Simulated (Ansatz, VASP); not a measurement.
One calculation of TaN, two programs

```xyz
2
Lattice="0.0000 2.1790 2.1790 2.1790 0.0000 2.1790 2.1790 2.1790 0.0000" Properties=species:S:1:pos:R:3 pbc="T T T"
Ta    2.1790    2.1790    2.1790
N     0.0000    0.0000   -0.0125
```

Change from the starting cell: all N atoms moved +0.013 Å, as atom 2 towards its neighbour atom 1 (Ta) at 2.179 Å.

Alike in both runs: task single point; functional PBE; k mesh 18 × 18 × 18; occupations gaussian, width 0.15 eV; no spin polarisation.

```csv
,VASP,Ansatz
version,VASP 6.6.1,Ansatz 0.2.0
potentials or method,"VASP PAW PBE potentials, release 64 (Ta_pv, N), cutoff 520 eV","scalar-relativistic, plane waves, PAW"
valence electrons in the cell,16,18
```

```tsv
	VASP	Ansatz	Ansatz less VASP
gap on the k mesh at the Fermi level (eV)	none	none	-
pressure (GPa)	15.6	14.6	-0.96
traceless stress, the component that is largest in VASP (GPa)	0.06	0.06	-0.001
rms of the force components (eV/Å)	0.065	0.065	0.0000
```

Atom by atom the forces differ by 0.000 eV/Å (rms over components). A gap of «none» marks a metal or a gap that the smearing closes. VASP's potentials hold 16 valence electrons a cell and Ansatz's 18, so a difference there can come from the potentials and not from the codes.

Neither program's run includes spin-orbit coupling.
